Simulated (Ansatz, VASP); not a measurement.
ZrS: VASP beside Ansatz

```
Zr S
1.0
    -0.21202    2.57045    2.57045
     2.57045   -0.21202    2.57045
     2.57045    2.57045   -0.21202
Zr S
1 1
Direct
  0.00000 0.00000 0.00000
  0.50000 0.50000 0.50000
```

Alike in both runs: task single point; functional PBEsol; k mesh 16 × 16 × 16; occupations gaussian, width 0.15 eV; no spin polarisation.

```csv
,VASP,Ansatz
version,VASP 6.6.1,Ansatz 0.2.0
potentials or method,"VASP PAW PBE potentials, release 64 (Zr_sv, S), cutoff 520 eV","scalar-relativistic, plane waves, PAW"
valence electrons in the cell,18,18
```

|  | VASP | Ansatz | Ansatz less VASP |
| --- | --- | --- | --- |
| gap on the k mesh at the Fermi level (eV) | none | none | - |
| pressure (GPa) | -11.7 | -11.8 | -0.12 |
| traceless stress, the component that is largest in VASP (GPa) | 1.98 | 2.01 | +0.026 |

VASP's potentials were made for PBE, not for PBEsol, and Ansatz warns of the same on its side. A gap of «none» marks a metal or a gap that the smearing closes. With one functional, cell and mesh, what is left measures potentials, basis and numerics.
